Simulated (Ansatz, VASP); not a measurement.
Two plane-wave programs on SiC

The input INCAR:

```
SYSTEM = SiC
ALGO     = Normal         ! electronic algorithm
EDIFF    = 1E-7           ! SCF threshold, eV
ENCUT    = 520            ! plane-wave cutoff, eV
GGA      = PS             ! functional
ISIF     = 2              ! what is computed and relaxed
ISMEAR   = 0              ! smearing method
LASPH    = .TRUE.         ! aspherical terms in the spheres
LCHARG   = .FALSE.        ! write CHGCAR
LREAL    = .FALSE.        ! projectors in reciprocal space
LWAVE    = .FALSE.        ! write WAVECAR
NBANDS   = 11             ! bands
NELM     = 80             ! most SCF steps
PREC     = Accurate       ! precision mode
SIGMA    = 0.05           ! smearing width, eV
```

The input KPOINTS:

```
k-points
0
G
  12 12 12
  0 0 0
```

POSCAR

```
SiC
1.0
    0.0000000000      1.8991639303      2.8487458955
    1.8991639303      0.0000000000      2.8487458955
    1.8991639303      1.8991639303      0.0000000000
Si C
1 1
Direct
    0.0000000000      0.0000000000      0.0000000000
    0.7500000000      0.7500000000      0.7500000000
```

Input for Ansatz:

```yaml
crystal:
  lattice:
    - [0.0, 1.8991639303, 2.8487458955]
    - [1.8991639303, 0.0, 2.8487458955]
    - [1.8991639303, 1.8991639303, 0.0]
  atoms:
    - { symbol: Si, position: [0.0, 0.0, 0.0] }
    - { symbol: C, position: [0.75, 0.75, 0.75] }
basis:
  ecutwfc: 420
kpoints:
  mp_grid: { grid: [12, 12, 12] }
hamiltonian:
  xc: pbesol
scf:
  occupations: { method: gaussian, width: 0.05 }
output:
  forces: true
  stress: true
  eigenvalues: true
```

Alike in both runs: task single point; functional PBEsol; k mesh 12 × 12 × 12; occupations gaussian, width 0.05 eV; no spin polarisation.

|  | VASP | Ansatz |
| --- | --- | --- |
| version | VASP 6.6.1 | Ansatz 0.2.0 |
| potentials or method | VASP PAW PBE potentials, release 64 (Si, C), cutoff 520 eV | scalar-relativistic, plane waves, PAW |
| valence electrons in the cell | 8 | 8 |

VASP gave:

| Quantity | Value |
| --- | --- |
| gap on the k mesh at the Fermi level (eV) | none |
| pressure (GPa) | -1.0 |
| traceless stress, the component that is largest in VASP (GPa) | -78.77 |

Estimate Ansatz's values.

gap on the k mesh at the Fermi level (eV): none; pressure (GPa): -1.3; traceless stress, the component that is largest in VASP (GPa): -79.07.

VASP's potentials were made for PBE, not for PBEsol. A gap of «none» marks a metal or a gap that the smearing closes. With one functional, cell and mesh, what is left measures potentials, basis and numerics.
